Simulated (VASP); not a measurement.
# YMg3 (Fm-3m) in VASP: single point with LDA

Aim: the single point of YMg3 with LDA.

All numbers are computed with VASP 6.6.1; they aren't measurements. Logs are shortened: lines on timing, memory, paths and dates and some standing lists are left out, and cuts for length are marked.

### Step 1. The cell of the first run

Symmetry: Fm-3m, No. 225, cubic system. Conventional cell: a = 7.300 Å, b = 7.300 Å, c = 7.300 Å, α = 90.00°, β = 90.00°, γ = 90.00°. Y (site symmetry m-3m) has 14 Mg at 3.16 to 3.65 Å within 4.2 Å. Within 4.2 Å of Mg (site symmetry -43m) lie 4 Y at 3.16 Å and 10 Mg at 3.16 to 3.65 Å. Within 4.2 Å of Mg (site symmetry m-3m) lie 8 Mg at 3.16 Å and 6 Y at 3.65 Å.

### Step 2. Single point, LDA

Input file INCAR:

```
SYSTEM = YMg3
PREC = Accurate ; ENCUT = 520
EDIFF = 1E-6 ; ISMEAR = 1
SIGMA = 0.1 ; LREAL = .FALSE.
LASPH = .TRUE. ; NELM = 100
ALGO = Normal ; ISIF = 2
LWAVE = .FALSE. ; LCHARG = .FALSE.
GGA = CA ; NBANDS = 16
```

Input file KPOINTS:

```
regular mesh
0
G
  6 6 6
  0 0 0
```

Input file POSCAR:

```
YMg3
1.0
    5.1615720000      0.0000000000      0.0000000000
    2.5807860000      4.4700524755      0.0000000000
    2.5807860000      1.4900174918      4.2144058902
Y Mg
1 3
Direct
    0.0000000000      0.0000000000      0.0000000000
    0.2500000000      0.2500000000      0.2500000000
    0.5000000000      0.5000000000      0.5000000000
    0.7500000000      0.7500000000      0.7500000000
```

Potentials or basis: VASP PAW LDA potentials, release 64 (Y_sv, Mg).

On the command line:

```bash
cat potpaw_LDA.64/Y_sv/POTCAR potpaw_LDA.64/Mg/POTCAR > POTCAR
mpirun -np 1 vasp_std > vasp.out
```

OUTCAR:

```text
SYSTEM = YMg3
   PREC = Accurate
   ENCUT = 520
   EDIFF = 1E-6
   ISMEAR = 1
   LREAL = .FALSE.
   LASPH = .TRUE.
   NELM = 100
   ISIF = 2
   GGA = CA

 ion  position               nearest neighbor table
   1  0.000  0.000  0.000-   4 3.16   2 3.16   2 3.16   4 3.16   4 3.16   2 3.16   2 3.16   4 3.16
                             3 3.65   3 3.65   3 3.65   3 3.65   3 3.65   3 3.65
   2  0.250  0.250  0.250-   1 3.16   3 3.16   1 3.16   3 3.16   1 3.16   3 3.16   3 3.16   1 3.16
                             4 3.65   4 3.65   4 3.65   4 3.65   4 3.65   4 3.65
   3  0.500  0.500  0.500-   2 3.16   4 3.16   2 3.16   4 3.16   2 3.16   4 3.16   4 3.16   2 3.16
                             1 3.65   1 3.65   1 3.65   1 3.65   1 3.65   1 3.65
   4  0.750  0.750  0.750-   3 3.16   1 3.16   1 3.16   3 3.16   3 3.16   1 3.16   1 3.16   3 3.16
                             2 3.65   2 3.65   2 3.65   2 3.65   2 3.65   2 3.65

  LATTYP: Found a face centered cubic cell.
 ALAT       =     7.2995651256

  Lattice vectors:

 A1 = (   5.1615720000,   0.0000000000,   0.0000000000)
 A2 = (   2.5807860000,   4.4700524755,   0.0000000000)
 A3 = (   2.5807860000,   1.4900174918,   4.2144058902)

Analysis of symmetry for initial positions (statically):
=====================================================================
 Subroutine PRICEL returns:
 Original cell was already a primitive cell.

 Routine SETGRP: Setting up the symmetry group for a
 face centered cubic supercell.

 Subroutine GETGRP returns: Found 48 space group operations
 (whereof 48 operations were pure point group operations)
 out of a pool of 48 trial point group operations.

The static configuration has the point symmetry O_h .

Analysis of symmetry for dynamics (positions and initial velocities):
=====================================================================
 Subroutine PRICEL returns:
 Original cell was already a primitive cell.

 Routine SETGRP: Setting up the symmetry group for a
 face centered cubic supercell.

 Subroutine GETGRP returns: Found 48 space group operations
 (whereof 48 operations were pure point group operations)
 out of a pool of 48 trial point group operations.

The dynamic configuration has the point symmetry O_h .

 Subroutine INISYM returns: Found 48 space group operations
 (whereof 48 operations are pure point group operations),
 and found     1 'primitive' translations

----------------------------------------------------------------------------------------

                                     Primitive cell

  volume of cell :      97.2369

  direct lattice vectors                    reciprocal lattice vectors
     5.161572000  0.000000000  0.000000000     0.193739427 -0.111855510 -0.079093790
     2.580786000  4.470052476  0.000000000     0.000000000  0.223711020 -0.079093790
     2.580786000  1.490017492  4.214405890     0.000000000  0.000000000  0.237281369

  length of vectors
     5.161572000  5.161572000  5.161572000     0.237281369  0.237281369  0.237281369

  position of ions in fractional coordinates (direct lattice)
     0.000000000  0.000000000  0.000000000
     0.250000000  0.250000000  0.250000000
     0.500000000  0.500000000  0.500000000
     0.750000000  0.750000000  0.750000000

  ion indices of the primitive-cell ions
   primitive index   ion index
                 1           1
                 2           2
                 3           3
                 4           4

----------------------------------------------------------------------------------------

 KPOINTS: regular mesh

Automatic generation of k-mesh.
 Grid dimensions read from file:
 generate k-points for:    6    6    6

 Generating k-lattice:

  Cartesian coordinates                     Fractional coordinates (reciprocal lattice)
     0.032289904 -0.018642585 -0.013182298     0.166666667  0.000000000  0.000000000
     0.000000000  0.037285170 -0.013182298     0.000000000  0.166666667  0.000000000
     0.000000000  0.000000000  0.039546895     0.000000000  0.000000000  0.166666667

  Length of vectors
     0.039546895  0.039546895  0.039546895

  Shift w.r.t. Gamma in fractional coordinates (k-lattice)
     0.000000000  0.000000000  0.000000000

 Subroutine IBZKPT returns following result:
 ===========================================

 Found     16 irreducible k-points:

 Following reciprocal coordinates:
            Coordinates               Weight
  0.000000  0.000000  0.000000      1.000000
  0.166667  0.000000 -0.000000      8.000000
  0.333333 -0.000000 -0.000000      8.000000
  0.500000  0.000000 -0.000000      4.000000
  0.166667  0.166667 -0.000000      6.000000
  0.333333  0.166667 -0.000000     24.000000
[... 8 lines left out ...]
 -0.333333  0.333333  0.166667     24.000000
 -0.333333  0.500000  0.166667     12.000000
   k-points           NKPTS =     16   k-points in BZ     NKDIM =     16   number of bands    NBANDS=     16
   number of dos      NEDOS =    301   number of ions     NIONS =      4
   total plane-waves  NPLWV =  64000
   dimension x,y,z NGX =    40 NGY =   40 NGZ =   40
   dimension x,y,z NGXF=    80 NGYF=   80 NGZF=   80
   ions per type =               1   3
   NGX,Y,Z   is equivalent  to a cutoff of  12.88, 12.88, 12.88 a.u.
   NGXF,Y,Z  is equivalent  to a cutoff of  25.77, 25.77, 25.77 a.u.
 SYSTEM =  YMg3
   PREC   = accura    normal or accurate (medium, high low for compatibility)
   ISTART =      0    job   : 0-new  1-cont  2-samecut
   ICHARG =      2    charge: 1-file 2-atom 10-const
   ISPIN  =      1    spin polarized calculation?
   LNONCOLLINEAR =      F non collinear calculations
   LSORBIT =      F    spin-orbit coupling
   LASPH  =      T    aspherical Exc in radial PAW
   ENCUT  =  520.0 eV  38.22 Ry    6.18 a.u.   9.60  9.60  9.60*2*pi/ulx,y,z
   NELM   =    100;   NELMIN=  2; NELMDL= -5     # of ELM steps
   EDIFF  = 0.1E-05   stopping-criterion for ELM
   LREAL  =      F    real-space projection
   EDIFFG = 0.1E-04   stopping-criterion for IOM
   NSW    =      0    number of steps for IOM
   IBRION =     -1    ionic relax: 0-MD 1-quasi-New 2-CG
   NFREE  =      0    steps in history (QN), initial steepest desc. (CG)
   ISIF   =      2    stress and relaxation
   ISYM   =      2    0-nonsym 1-usesym 2-fastsym
   POTIM  = 0.5000    time-step for ionic-motion
   TEBEG  =    0.0;   TEEND  =   0.0 temperature during run
   PSTRESS=    0.0 pullay stress
   NELECT =      17.0000    total number of electrons
   NUPDOWN=      -1.0000    fix difference up-down
   EMIN   =  10.00;   EMAX   =-10.00  energy-range for DOS
   EFERMI =   0.00;   METHOD = LEGACY
   ISMEAR =     1;   SIGMA  =   0.10  broadening in eV -4-tet -1-fermi 0-gaus
   EFERMI_NEDOS =   21; number of points for ismear=-14 and -15
   IALGO  =     38    algorithm
   IMIX   =      4    mixing-type and parameters
     AMIX     =   0.40;   BMIX     =  1.00
     AMIX_MAG =   1.60;   BMIX_MAG =  1.00
  volume/ion in A,a.u.               =      24.31       164.05
  Fermi-wavevector in a.u.,A,eV,Ry     =   0.915407  1.729868 11.401269  0.837970
  Thomas-Fermi vector in A             =   2.040145
   LORBIT       =      0    0 simple, 1 ext, 2 COOP (PROOUT), +10 PAW based schemes
   GGA     = CA    functional components
   LHFCALC =     F    Hartree Fock is set to
   AEXX    =    0.0000 exact exchange contribution
   IVDW    =     0    specifies the selected vdW correction
   LEPSILON=     F    determine dielectric tensor
   LRPA    =     F    only Hartree local field effects (RPA)
 non-spin polarized calculation
 Methfessel and Paxton  Order N= 1 SIGMA  =   0.10
  energy-cutoff  :      520.00
  volume of cell :       97.24
 maximum number of plane-waves:      2685
 NGX is ok and might be reduce to    40
   NGX = 19   NGY = 19   NGZ = 19

 number of electron      17.0000001 magnetization

 Free energy of the ion-electron system (eV)
  ---------------------------------------------------
  ext. energy  EPLUGINS =         0.00000000
  ---------------------------------------------------
  free energy    TOTEN  =       -12.84896112 eV

  energy without entropy =      -12.84723988  energy(sigma->0) =      -12.84838737

 E-fermi :   2.7199     XC(G=0):  -9.1484

 val. band max:        2.6981599854   @ k =   0.5000   0.5000  -0.0000
 cond. band min:       2.7832655293   @ k =   0.5000   0.3333   0.1667
 fundamental gap:      0.0851055439
 Fermi energy:         2.7198965805

 k-point     1 :       0.0000    0.0000    0.0000
  band No.  band energies     occupation
      1     -39.9874      2.00000
      2     -20.1253      2.00000
      3     -20.1253      2.00000
      4     -20.1253      2.00000
      5      -3.5921      2.00000
      6       2.0965      2.00000
[... 8 lines left out ...]
     15       7.1027      0.00000
     16       7.7295      0.00000

 k-point     2 :       0.1667    0.0000   -0.0000
  band No.  band energies     occupation
      1     -39.9873      2.00000
      2     -20.1289      2.00000
      3     -20.1258      2.00000
      4     -20.1258      2.00000
      5      -3.3302      2.00000
      6       1.3713      2.00000
[... 8 lines left out ...]
     15       6.5661      0.00000
     16       7.2678      0.00000

 k-point     3 :       0.3333   -0.0000   -0.0000
  band No.  band energies     occupation
      1     -39.9871      2.00000
      2     -20.1362      2.00000
      3     -20.1269      2.00000
      4     -20.1269      2.00000
      5      -2.5745      2.00000
      6      -0.0078      2.00000
[... 8 lines left out ...]
     15       7.4674      0.00000
     16       7.4674      0.00000
[... 210 lines left out ...]
 k-point    15 :      -0.3333    0.3333    0.1667
  band No.  band energies     occupation
      1     -39.9869      2.00000
      2     -20.1366      2.00000
      3     -20.1331      2.00000
      4     -20.1294      2.00000
      5      -0.9312      2.00000
      6      -0.7555      2.00000
[... 8 lines left out ...]
     15       7.7449      0.00000
     16       8.2777      0.00000

 k-point    16 :      -0.3333    0.5000    0.1667
  band No.  band energies     occupation
      1     -39.9869      2.00000
      2     -20.1371      2.00000
      3     -20.1328      2.00000
      4     -20.1307      2.00000
      5      -0.6632      2.00000
      6      -0.4293      2.00000
[... 8 lines left out ...]
     15       7.9218      0.00000
     16       7.9916      0.00000

------------------------ aborting loop because EDIFF is reached ----------------------------------------

  FORCE on cell =-STRESS in cart. coord.  units (eV):
  Direction    XX          YY          ZZ          XY          YZ          ZX
  --------------------------------------------------------------------------------------
  -------------------------------------------------------------------------------------
  Total       -1.6877317     -1.6877317     -1.6877317     -0.0000000      0.0000000      0.0000000
  in kB      -27.8088492    -27.8088492    -27.8088492     -0.0000000      0.0000000      0.0000000
  external PRESSURE =     -27.8088492 kB  Pullay stress =       0.0000000 kB

 VOLUME and BASIS-vectors are now :
 -----------------------------------------------------------------------------
  energy-cutoff  :      520.00
  volume of cell :       97.24
      direct lattice vectors                 reciprocal lattice vectors
     5.161572000  0.000000000  0.000000000     0.193739427 -0.111855510 -0.079093790
     2.580786000  4.470052476  0.000000000     0.000000000  0.223711020 -0.079093790
     2.580786000  1.490017492  4.214405890     0.000000000  0.000000000  0.237281369

 POSITION                                       TOTAL-FORCE (eV/Angst)
 -----------------------------------------------------------------------------------
      0.00000      0.00000      0.00000         0.000000     -0.000000      0.000000
      2.58079      1.49002      1.05360        -0.000000      0.000000      0.000000
      5.16157      2.98003      2.10720         0.000000     -0.000000      0.000000
      7.74236      4.47005      3.16080         0.000000     -0.000000     -0.000000
 -----------------------------------------------------------------------------------
    total drift:                                0.000000     -0.000000     -0.000000

  FREE ENERGIE OF THE ION-ELECTRON SYSTEM (eV)
  ---------------------------------------------------
  free  energy   TOTEN  =       -12.8489611165 eV

  energy  without entropy=      -12.8472398790  energy(sigma->0) =      -12.84838737
```

Wall time 70 s (1 thread of AMD EPYC 7R43 (Zen 3), shared host); peak memory 0.17 GiB.

Results:

| Property | Result |
| --- | --- |
| Free energy | -12.8490 eV |
| Pressure | -2.8 GPa |
